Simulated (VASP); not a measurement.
SiO2, 9 atoms in the cell. The structure is hexagonal, space group P6_422 (No. 181). The conventional cell has a = 5.211 Å, b = 5.211 Å, c = 5.682 Å, α = 90.00°, β = 90.00°, γ = 120.00°. Within 2.2 Å of Si (site symmetry 222) lie 4 O at 1.65 Å. O (site symmetry 2) has 2 Si at 1.65 Å within 2.2 Å. 

| Quantity | Value |
| --- | --- |
| Program | VASP 6.6.1 |
| Task | single point |
| Functional | PBE |
| Potentials or basis | VASP PAW PBE potentials, release 64 (Si, O) |
| Cutoff | 520 eV |
| k mesh | 6 × 6 × 4 |
| Occupations | gaussian, width 0.02 eV |
| Spin | no spin polarisation |
| Dipole correction | no |
| Further INCAR settings | ALGO = Normal; EDIFF = 1e-06; NBANDS = 34 |

Potentials or basis: VASP PAW PBE potentials, release 64 (Si, O).

Command:

```sh
$ cat potpaw_PBE.64/Si/POTCAR potpaw_PBE.64/O/POTCAR > POTCAR
$ mpirun -np 1 vasp_std > vasp.out
```

Hardware: 1 thread of Intel(R) Xeon(R) Platinum 8259CL CPU @ 2.50GHz (Skylake/Cascade Lake), with other jobs on the host.

Q: How long does it take, and how much memory?

A: Run time: 78 s on 1 thread of Intel(R) Xeon(R) Platinum 8259CL CPU @ 2.50GHz (Skylake/Cascade Lake), on a shared host, peak memory 0.27 GiB. Counts: scf iterations 14, k points 21.
